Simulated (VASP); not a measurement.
# SnSe in VASP: further runs

The runs below take SnSe through density of states, electric field gradients, with PBE.

All numbers are computed with VASP 6.6.1; they aren't measurements. Logs are shortened: lines on timing, memory, paths and dates and some standing lists are left out, and cuts for length are marked.

## (1) The cell of the first run

The structure is cubic, space group Fm-3m (No. 225). Conventional cell: a = 6.020 Å, b = 6.020 Å, c = 6.020 Å, α = 90.00°, β = 90.00°, γ = 90.00°. Within 4.0 Å of Sn (site symmetry m-3m) lie 6 Se at 3.01 Å. Within 4.0 Å of Se (site symmetry m-3m) lie 6 Sn at 3.01 Å.

## (2) Density of states, PBE

File POSCAR:

```
SnSe
1.0
    0.0000000000      3.0100000000      3.0100000000
    3.0100000000      0.0000000000      3.0100000000
    3.0100000000      3.0100000000      0.0000000000
Sn Se
1 1
Direct
    0.0000000000      0.0000000000      0.0000000000
    0.5000000000      0.5000000000      0.5000000000
```

File INCAR.step1:

```
SYSTEM = SnSe
PREC     = Accurate       ! precision mode
ENCUT    = 520            ! plane-wave cutoff, eV
EDIFF    = 1E-7           ! SCF threshold, eV
ISMEAR   = -1             ! smearing method
SIGMA    = 0.02           ! smearing width, eV
LREAL    = .FALSE.        ! projectors in reciprocal space
LASPH    = .TRUE.         ! aspherical terms in the spheres
NELM     = 100            ! most SCF steps
ALGO     = Normal         ! electronic algorithm
ISIF     = 2              ! what is computed and relaxed
LWAVE    = .FALSE.        ! write WAVECAR
LCHARG   = .TRUE.         ! write CHGCAR
GGA      = PE             ! functional
NBANDS   = 17             ! bands
```

File KPOINTS.step1:

```
Automatic mesh
0
G
  9 9 9
  0 0 0
```

File INCAR.step2:

```
SYSTEM = SnSe
PREC     = Accurate       ! precision mode
ENCUT    = 520            ! plane-wave cutoff, eV
EDIFF    = 1E-7           ! SCF threshold, eV
ISMEAR   = -5             ! smearing method
SIGMA    = 0.02           ! smearing width, eV
LREAL    = .FALSE.        ! projectors in reciprocal space
LASPH    = .TRUE.         ! aspherical terms in the spheres
NELM     = 100            ! most SCF steps
ALGO     = Normal         ! electronic algorithm
ISIF     = 2              ! what is computed and relaxed
LWAVE    = .FALSE.        ! write WAVECAR
LCHARG   = .FALSE.        ! write CHGCAR
GGA      = PE             ! functional
LORBIT   = 11             ! projections on sites
NEDOS    = 2001           ! points of the DOS
ICHARG   = 11             ! starting density
```

File KPOINTS.step2:

```
Automatic mesh
0
G
  14 14 14
  0 0 0
```

Potentials or basis: VASP PAW PBE potentials, release 64 (Sn_d, Se).

Command:

```bash
$ cat potpaw_PBE.64/Sn_d/POTCAR potpaw_PBE.64/Se/POTCAR > POTCAR
$ cp INCAR.step1 INCAR
$ cp KPOINTS.step1 KPOINTS
$ mpirun -np 1 vasp_std > vasp.out
$ cp INCAR.step2 INCAR
$ cp KPOINTS.step2 KPOINTS
$ mpirun -np 1 vasp_std > vasp.out
```

OUTCAR:

```text
SYSTEM = SnSe
   PREC = Accurate
   ENCUT = 520
   EDIFF = 1E-7
   ISMEAR = -5
   LREAL = .FALSE.
   LASPH = .TRUE.
   NELM = 100
   ISIF = 2
   GGA = PE
   LORBIT = 11
   ICHARG = 11

 ion  position               nearest neighbor table
   1  0.000  0.000  0.000-   2 3.01   2 3.01   2 3.01   2 3.01   2 3.01   2 3.01
   2  0.500  0.500  0.500-   1 3.01   1 3.01   1 3.01   1 3.01   1 3.01   1 3.01

  LATTYP: Found a face centered cubic cell.
 ALAT       =     6.0200000000

  Lattice vectors:

 A1 = (   0.0000000000,   3.0100000000,   3.0100000000)
 A2 = (   3.0100000000,   0.0000000000,   3.0100000000)
 A3 = (   3.0100000000,   3.0100000000,   0.0000000000)

Analysis of symmetry for initial positions (statically):
=====================================================================
 Subroutine PRICEL returns:
 Original cell was already a primitive cell.

 Routine SETGRP: Setting up the symmetry group for a
 face centered cubic supercell.

 Subroutine GETGRP returns: Found 48 space group operations
 (whereof 48 operations were pure point group operations)
 out of a pool of 48 trial point group operations.

The static configuration has the point symmetry O_h .

Analysis of symmetry for dynamics (positions and initial velocities):
=====================================================================
 Subroutine PRICEL returns:
 Original cell was already a primitive cell.

 Routine SETGRP: Setting up the symmetry group for a
 face centered cubic supercell.

 Subroutine GETGRP returns: Found 48 space group operations
 (whereof 48 operations were pure point group operations)
 out of a pool of 48 trial point group operations.

The dynamic configuration has the point symmetry O_h .

 Subroutine INISYM returns: Found 48 space group operations
 (whereof 48 operations are pure point group operations),
 and found     1 'primitive' translations

----------------------------------------------------------------------------------------

                                     Primitive cell

  volume of cell :      54.5418

  direct lattice vectors                    reciprocal lattice vectors
     0.000000000  3.010000000  3.010000000    -0.166112957  0.166112957  0.166112957
     3.010000000  0.000000000  3.010000000     0.166112957 -0.166112957  0.166112957
     3.010000000  3.010000000  0.000000000     0.166112957  0.166112957 -0.166112957

  length of vectors
     4.256782823  4.256782823  4.256782823     0.287716081  0.287716081  0.287716081

  position of ions in fractional coordinates (direct lattice)
     0.000000000  0.000000000  0.000000000
     0.500000000  0.500000000  0.500000000

  ion indices of the primitive-cell ions
   primitive index   ion index
                 1           1
                 2           2

----------------------------------------------------------------------------------------

 KPOINTS: Automatic mesh

Automatic generation of k-mesh.
 Grid dimensions read from file:
 generate k-points for:   14   14   14

 Generating k-lattice:

  Cartesian coordinates                     Fractional coordinates (reciprocal lattice)
    -0.011865211  0.011865211  0.011865211     0.071428571  0.000000000  0.000000000
     0.011865211 -0.011865211  0.011865211     0.000000000  0.071428571  0.000000000
     0.011865211  0.011865211 -0.011865211     0.000000000  0.000000000  0.071428571

  Length of vectors
     0.020551149  0.020551149  0.020551149

  Shift w.r.t. Gamma in fractional coordinates (k-lattice)
     0.000000000  0.000000000  0.000000000

 TETIRR: Found    389 inequivalent tetrahedra from    16464

 Subroutine IBZKPT returns following result:
 ===========================================

 Found    104 irreducible k-points:

 Following reciprocal coordinates:
            Coordinates               Weight
  0.000000  0.000000  0.000000      1.000000
  0.071429  0.000000  0.000000      8.000000
  0.142857  0.000000  0.000000      8.000000
  0.214286  0.000000  0.000000      8.000000
  0.285714  0.000000  0.000000      8.000000
  0.357143  0.000000  0.000000      8.000000
[... 16 lines left out ...]
  0.214286  0.142857  0.000000     24.000000
  0.285714  0.142857  0.000000     24.000000
 [... further k-points ...]
   k-points           NKPTS =    104   k-points in BZ     NKDIM =    104   number of bands    NBANDS=     14
   number of dos      NEDOS =   2001   number of ions     NIONS =      2
   total plane-waves  NPLWV =  32768
   dimension x,y,z NGX =    32 NGY =   32 NGZ =   32
   dimension x,y,z NGXF=    64 NGYF=   64 NGZF=   64
   ions per type =               1   1
   NGX,Y,Z   is equivalent  to a cutoff of  12.50, 12.50, 12.50 a.u.
   NGXF,Y,Z  is equivalent  to a cutoff of  24.99, 24.99, 24.99 a.u.
 SYSTEM =  SnSe
   PREC   = accura    normal or accurate (medium, high low for compatibility)
   ISTART =      0    job   : 0-new  1-cont  2-samecut
   ICHARG =     11    charge: 1-file 2-atom 10-const
   ISPIN  =      1    spin polarized calculation?
   LNONCOLLINEAR =      F non collinear calculations
   LSORBIT =      F    spin-orbit coupling
   LASPH  =      T    aspherical Exc in radial PAW
   ENCUT  =  520.0 eV  38.22 Ry    6.18 a.u.   7.91  7.91  7.91*2*pi/ulx,y,z
   NELM   =    100;   NELMIN=  2; NELMDL=  0     # of ELM steps
   EDIFF  = 0.1E-06   stopping-criterion for ELM
   LREAL  =      F    real-space projection
   EDIFFG = 0.1E-05   stopping-criterion for IOM
   NSW    =      0    number of steps for IOM
   IBRION =     -1    ionic relax: 0-MD 1-quasi-New 2-CG
   NFREE  =      0    steps in history (QN), initial steepest desc. (CG)
   ISIF   =      2    stress and relaxation
   ISYM   =      2    0-nonsym 1-usesym 2-fastsym
   POTIM  = 0.5000    time-step for ionic-motion
   TEBEG  =    0.0;   TEEND  =   0.0 temperature during run
   PSTRESS=    0.0 pullay stress
   NELECT =      20.0000    total number of electrons
   NUPDOWN=      -1.0000    fix difference up-down
   EMIN   =  10.00;   EMAX   =-10.00  energy-range for DOS
   EFERMI =   0.00;   METHOD = LEGACY
   ISMEAR =    -5;   SIGMA  =   0.02  broadening in eV -4-tet -1-fermi 0-gaus
   EFERMI_NEDOS =   21; number of points for ismear=-14 and -15
   IALGO  =     38    algorithm
   IMIX   =      4    mixing-type and parameters
     AMIX     =   0.40;   BMIX     =  1.00
     AMIX_MAG =   1.60;   BMIX_MAG =  1.00
  volume/ion in A,a.u.               =      27.27       184.03
  Fermi-wavevector in a.u.,A,eV,Ry     =   1.171768  2.214321 18.681350  1.373040
  Thomas-Fermi vector in A             =   2.308207
   LORBIT       =     11    0 simple, 1 ext, 2 COOP (PROOUT), +10 PAW based schemes
   GGA     = PE    functional components
   LHFCALC =     F    Hartree Fock is set to
   AEXX    =    0.0000 exact exchange contribution
   IVDW    =     0    specifies the selected vdW correction
   LEPSILON=     F    determine dielectric tensor
   LRPA    =     F    only Hartree local field effects (RPA)
 non-spin polarized calculation
 Fermi weights with tetrahedron method with Bloechl corrections
  energy-cutoff  :      520.00
  volume of cell :       54.54
 maximum number of plane-waves:      1483

 number of electron      20.0000005 magnetization

 Free energy of the ion-electron system (eV)
  ---------------------------------------------------
  ext. energy  EPLUGINS =         0.00000000
  ---------------------------------------------------
  free energy    TOTEN  =        -8.21051313 eV

  energy without entropy =       -8.21051313  energy(sigma->0) =       -8.21051313

 E-fermi :   5.6215     XC(G=0):  -9.5974

 val. band max:        5.6184548871   @ k =  -0.4286   0.0714   0.0000
 cond. band min:       5.9004931955   @ k =  -0.4286   0.0714   0.0000
 fundamental gap:      0.2820383084
 Fermi energy:         5.6215315657

 k-point     1 :       0.0000    0.0000    0.0000
  band No.  band energies     occupation
      1     -16.0152      2.00000
      2     -16.0152      2.00000
      3     -16.0149      2.00000
      4     -16.0149      2.00000
      5     -16.0149      2.00000
      6      -8.2744      2.00000
      7       0.5237      2.00000
      8       3.4019      2.00000
      9       3.4019      2.00000
     10       3.4019      2.00000
     11       9.9060      0.00000
     12       9.9060      0.00000
     13       9.9060      0.00000
     14      11.4553      0.00000

 k-point     2 :       0.0714    0.0000    0.0000
  band No.  band energies     occupation
      1     -16.0155      2.00000
      2     -16.0155      2.00000
      3     -16.0147      2.00000
      4     -16.0143      2.00000
      5     -16.0143      2.00000
      6      -8.2382      2.00000
      7       0.3105      2.00000
      8       3.4080      2.00000
      9       3.4080      2.00000
     10       3.5751      2.00000
     11       9.5590      0.00000
     12       9.6228      0.00000
     13       9.6228      0.00000
     14      11.4494      0.00000
[... 343 lines left out ...]
      1     -16.0210      2.00000
      2     -16.0163      2.00000
      3     -16.0140      2.00000
      4     -16.0100      2.00000
      5     -16.0093      2.00000
      6      -7.9642      2.00000
      7      -0.5859      2.00000
      8       2.9612      2.00000
      9       2.9989      2.00000
     10       4.7741      2.00000
     11       7.0934      0.00000
     12       9.5208      0.00000
     13       9.6194      0.00000
     14      10.3870      0.00000

 k-point    24 :       0.2857    0.1429    0.0000
  band No.  band energies     occupation
      1     -16.0231      2.00000
      2     -16.0157      2.00000
      3     -16.0153      2.00000
      4     -16.0082      2.00000
      5     -16.0063      2.00000
      6      -7.7937      2.00000
      7      -1.0553      2.00000
      8       2.9055      2.00000
      9       2.9880      2.00000
     10       4.6892      2.00000
     11       6.9814      0.00000
     12       9.0803      0.00000
     13       9.1633      0.00000
     14      10.6069      0.00000

 [... further k-points ...]

------------------------ aborting loop because EDIFF is reached ----------------------------------------

  FORCE on cell =-STRESS in cart. coord.  units (eV):
  Direction    XX          YY          ZZ          XY          YZ          ZX
  --------------------------------------------------------------------------------------
  -------------------------------------------------------------------------------------
  Total        0.3970363      0.3970363      0.3970363     -0.0000000      0.0000000      0.0000000
  in kB       11.6630275     11.6630275     11.6630275     -0.0000000      0.0000000      0.0000000
  external PRESSURE =      11.6630275 kB  Pullay stress =       0.0000000 kB

 VOLUME and BASIS-vectors are now :
 -----------------------------------------------------------------------------
  energy-cutoff  :      520.00
  volume of cell :       54.54
      direct lattice vectors                 reciprocal lattice vectors
     0.000000000  3.010000000  3.010000000    -0.166112957  0.166112957  0.166112957
     3.010000000  0.000000000  3.010000000     0.166112957 -0.166112957  0.166112957
     3.010000000  3.010000000  0.000000000     0.166112957  0.166112957 -0.166112957

 POSITION                                       TOTAL-FORCE (eV/Angst)
 -----------------------------------------------------------------------------------
      0.00000      0.00000      0.00000        -0.000000      0.000000      0.000000
      3.01000      3.01000      3.01000         0.000000     -0.000000      0.000000
 -----------------------------------------------------------------------------------
    total drift:                                0.000000     -0.000000     -0.000000

  FREE ENERGIE OF THE ION-ELECTRON SYSTEM (eV)
  ---------------------------------------------------
  free  energy   TOTEN  =        -8.2105131258 eV

  energy  without entropy=       -8.2105131258  energy(sigma->0) =       -8.21051313

 total charge

# of ion       s       p       d       tot
------------------------------------------
    1        1.395   0.661   9.989  12.045
    2        1.476   2.299   0.025   3.800
--------------------------------------------------
tot          2.871   2.960  10.015  15.845
```

Wall time 44 s (1 thread of Intel Xeon Platinum 8259CL at 2.50GHz (Skylake/Cascade Lake), shared host); peak memory 0.23 GiB.

What came out:

* Valence electrons inside the program's atomic spheres: Sn 12.04; Se 3.80

Caveat: this odd mesh misses L, where the gap lies, so gap, dielectric constants and Born charges aren't listed; spin-orbit coupling is left out, which moves the levels of the heavy elements.

(Part 1 of 2 ends here.)
